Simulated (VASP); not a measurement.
Wanted: the native input for a VASP 6.6.1 run.

| Property | Result |
| --- | --- |
| Task | single point |
| Functional | LDA |
| Potentials or basis | VASP PAW LDA potentials, release 64 (Ta_pv) |
| Cutoff | 520 eV |
| k mesh | 13 × 13 × 13 |
| Occupations | fermi-dirac, width 0.1 eV |
| Spin | no spin polarisation |
| Dipole correction | no |
| Further INCAR settings | ALGO = Normal; EDIFF = 1e-06; NBANDS = 12 |

The structure of Ta lies in POSCAR:

```
Ta
1.0
    2.5718004957      0.0000000000      0.0000000000
    0.0000000000      2.5718004957      0.0000000000
    0.0000000000      0.0000000000      2.5718004957
Ta
1
Direct
    0.0000000000      0.0000000000      0.0000000000
```

This cell differs from its parent crystal: volume scaled by 0.88.

One way to write it, as run:

INCAR

```
ALGO = Normal
EDIFF = 1E-6
ENCUT = 520
GGA = CA
ISIF = 2
ISMEAR = -1
LASPH = True
LCHARG = True
LELF = True
LREAL = False
LVHAR = True
LWAVE = False
NBANDS = 12
NELM = 100
PREC = Accurate
SIGMA = 0.1
```

KPOINTS

```
k-points
0
Gamma
  13 13 13
```

Potentials or basis: VASP PAW LDA potentials, release 64 (Ta_pv).

Run with:

```bash
$ cat potpaw_LDA.64/Ta_pv/POTCAR > POTCAR
$ mpirun -np 1 vasp_std > vasp.out
```

It gave:

```json
{"Pressure": "27.9 GPa"}
```

Run time: 14 s on 1 thread of Intel Xeon 8259CL (shared host), peak memory 0.13 GiB.
